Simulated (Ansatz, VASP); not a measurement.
**One calculation of Cu, two programs**

File INCAR:

```
SYSTEM = Cu
ALGO = Normal
EDIFF = 1E-7
EDIFFG = -0.01
ENCUT = 600
GGA = PS
IBRION = 2
ISIF = 3
ISMEAR = 0
LASPH = .True.
LCHARG = .False.
LREAL = .False.
LWAVE = .False.
NELM = 100
NSW = 80
PREC = Accurate
SIGMA = 0.1
```

The input KPOINTS:

```
k-points
0
Gamma
  20 20 20
  0 0 0
```

Contents of POSCAR:

```
Cu
1.0
   -1.4427933200      1.4427933200      1.3760814500
    1.4427933200     -1.4427933200      1.3760814500
    1.4427933200      1.4427933200     -1.3760814500
Cu
1
Direct
    0.0000000000      0.0000000000      0.0000000000
```

Input for Ansatz:

```yaml
crystal:
  lattice:
    - [-1.44279332, 1.44279332, 1.37608145]
    - [1.44279332, -1.44279332, 1.37608145]
    - [1.44279332, 1.44279332, -1.37608145]
  atoms:
    - { symbol: Cu, position: [0.0, 0.0, 0.0] }
basis:
  ecutwfc: 420
kpoints:
  mp_grid: { grid: [20, 20, 20] }
hamiltonian:
  xc: pbesol
scf:
  occupations: { method: gaussian, width: 0.1 }
output:
  forces: true
  stress: true
  eigenvalues: true
relax:
  adjacent_minimum: "off"
  f_tol: 0.01
  max_steps: 60
  cell: { stress_tol: 0.05 }
```

Alike in both runs: task relaxation of cell and atoms; functional PBEsol; k mesh 20 × 20 × 20; occupations gaussian, width 0.1 eV; no spin polarisation.

|  | VASP | Ansatz |
| --- | --- | --- |
| version | VASP 6.6.1 | Ansatz 0.2.0 |
| potentials or method | VASP PAW PBE potentials, release 64 (Cu), cutoff 600 eV | scalar-relativistic, plane waves, PAW |
| valence electrons in the cell | 11 | 19 |

VASP gave:

| Quantity | Value |
| --- | --- |
| gap on the k mesh at the Fermi level, each at its own relaxed structure (eV) | none |
| relaxed volume (Å³/atom) | 11.41 |
| relaxed cell length with the largest relative difference (Å) | 2.458 |

Task: What did Ansatz give for the same quantities?

Result: gap on the k mesh at the Fermi level, each at its own relaxed structure (eV): none; relaxed volume (Å³/atom): 11.36; relaxed cell length with the largest relative difference (Å): 2.455.

VASP's potentials were made for PBE, not for PBEsol. A gap of «none» marks a metal or a gap that the smearing closes. VASP's potentials hold 11 valence electrons a cell and Ansatz's 19, so a difference there can come from the potentials and not from the codes.
